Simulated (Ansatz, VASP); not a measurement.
## One calculation of HfO2, two programs

The input INCAR:

```
PREC = Accurate
ENCUT = 520
EDIFF = 1E-6
ISMEAR = -1
SIGMA = 0.001
LREAL = False
LASPH = True
NELM = 80
ALGO = Normal
ISIF = 2
LWAVE = False
LCHARG = True
GGA = PE
LELF = True
LVHAR = True
NBANDS = 56
```

The input KPOINTS:

```
Automatic mesh
0
Gamma
  4 4 4
```

Contents of POSCAR:

```
HfO2
1.0
    5.1501000000      0.0000000000      0.0000000000
    0.0000000000      5.1852000000      0.0000000000
   -0.8308500000      0.0000000000      5.2767900000
Hf O
4 8
Direct
    0.2800000000      0.0492000000      0.2170000000
    0.7200000000      0.5492000000      0.2830000000
    0.7200000000      0.9508000000      0.7830000000
    0.2800000000      0.4508000000      0.7170000000
    0.0693000000      0.3265000000      0.3429000000
    0.9307000000      0.8265000000      0.1571000000
    0.9307000000      0.6735000000      0.6571000000
    0.0693000000      0.1735000000      0.8429000000
    0.4607000000      0.7489000000      0.4888000000
    0.5393000000      0.2489000000      0.0112000000
    0.5393000000      0.2511000000      0.5112000000
    0.4607000000      0.7511000000      0.9888000000
```

Input for Ansatz:

```yaml
crystal:
  lattice:
    - [5.1501, 0.0, 0.0]
    - [0.0, 5.1852, 0.0]
    - [-0.83085, 0.0, 5.27679]
  atoms:
    - { symbol: Hf, position: [0.28, 0.0492, 0.217] }
    - { symbol: Hf, position: [0.72, 0.5492, 0.283] }
    - { symbol: Hf, position: [0.72, 0.9508, 0.783] }
    - { symbol: Hf, position: [0.28, 0.4508, 0.717] }
    - { symbol: O, position: [0.0693, 0.3265, 0.3429] }
    - { symbol: O, position: [0.9307, 0.8265, 0.1571] }
    - { symbol: O, position: [0.9307, 0.6735, 0.6571] }
    - { symbol: O, position: [0.0693, 0.1735, 0.8429] }
    - { symbol: O, position: [0.4607, 0.7489, 0.4888] }
    - { symbol: O, position: [0.5393, 0.2489, 0.0112] }
    - { symbol: O, position: [0.5393, 0.2511, 0.5112] }
    - { symbol: O, position: [0.4607, 0.7511, 0.9888] }
hamiltonian:
  xc: pbe
  pseudopotentials: { kind: paw }
basis:
  ecutwfc: 420
kpoints:
  mp_grid: { grid: [4, 4, 4] }
scf:
  occupations: { method: fermi_dirac, width: 0.001 }
  lower_state_search: "off"
  algorithm: density_mixing
  max_iter: 50
  mixing: {}
output:
  forces: true
  stress: true
```

Alike in both runs: task single point; functional PBE; k mesh 4 × 4 × 4; occupations fermi-dirac, width 0.001 eV; no spin polarisation.

|  | VASP | Ansatz |
| --- | --- | --- |
| version | VASP 6.6.1 | Ansatz 0.2.0 |
| potentials or method | VASP PAW PBE potentials, release 64 (Hf_pv, O), cutoff 520 eV | PAW, plane waves, scalar-relativistic |
| valence electrons in the cell | 88 | 152 |

|  | VASP | Ansatz | Ansatz less VASP |
| --- | --- | --- | --- |
| pressure (GPa) | -0.1 | 3.0 | +3.03 |
| traceless stress, the component that is largest in VASP (GPa) | -2.88 | -2.88 | -0.005 |
| rms of the force components (eV/Å) | 0.703 | 0.714 | +0.0108 |

Atom by atom the forces differ by 0.036 eV/Å (rms over components). VASP's potentials hold 88 valence electrons a cell and Ansatz's 152, so a difference there can come from the potentials and not from the codes.

Spin-orbit coupling is off throughout.
